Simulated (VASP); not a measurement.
A run of VASP 6.6.1 is set up as follows.

The input INCAR:

```
SYSTEM = Cs3Pb2S3
  ALGO = Normal
  EDIFF = 1E-7
  ENCUT = 520
  GGA = PE
  ISIF = 2
  ISMEAR = 0
  LASPH = .TRUE.
  LCHARG = .FALSE.
  LREAL = .FALSE.
  LWAVE = .FALSE.
  NBANDS = 46
  NELM = 60
  PREC = Accurate
  SIGMA = 0.1
```

Contents of KPOINTS:

```
k-points
0
G
  3 3 4
  0 0 0
```

The input POSCAR:

```
Cs3Pb2S3
1.0
    9.4132701763      0.0000000038      0.0000000000
   -4.7066350915      8.1521311035      0.0000000000
    0.0000000000      0.0000000000      6.8751353719
Cs Pb S
3 2 3
Direct
    0.0000000000      0.0000000000      0.0000000000
    0.3333333333      0.6666666667      0.0000000000
    0.6666666667      0.3333333333      0.0000000000
    0.3333333333      0.6666666667      0.5000000000
    0.6666666667      0.3333333333      0.5000000000
    0.5000000000      0.0000000000      0.5000000000
    0.0000000000      0.5000000000      0.5000000000
    0.5000000000      0.5000000000      0.5000000000
```

Potentials or basis: VASP PAW PBE potentials, release 64 (Cs_sv, Pb_d, S).

Run with:

```sh
$ cat potpaw_PBE.64/Cs_sv/POTCAR potpaw_PBE.64/Pb_d/POTCAR potpaw_PBE.64/S/POTCAR > POTCAR
$ mpirun -np 1 vasp_std > vasp.out
```

(1) Estimate the pressure.

(2) Predict the band gap on the k mesh.

Results:

(1) 0.1 GPa.

(2) zero (an odd number of electrons rules out a gap without spin polarisation).

Caveat: spin-orbit coupling is left out, which moves the levels of the heavy elements.
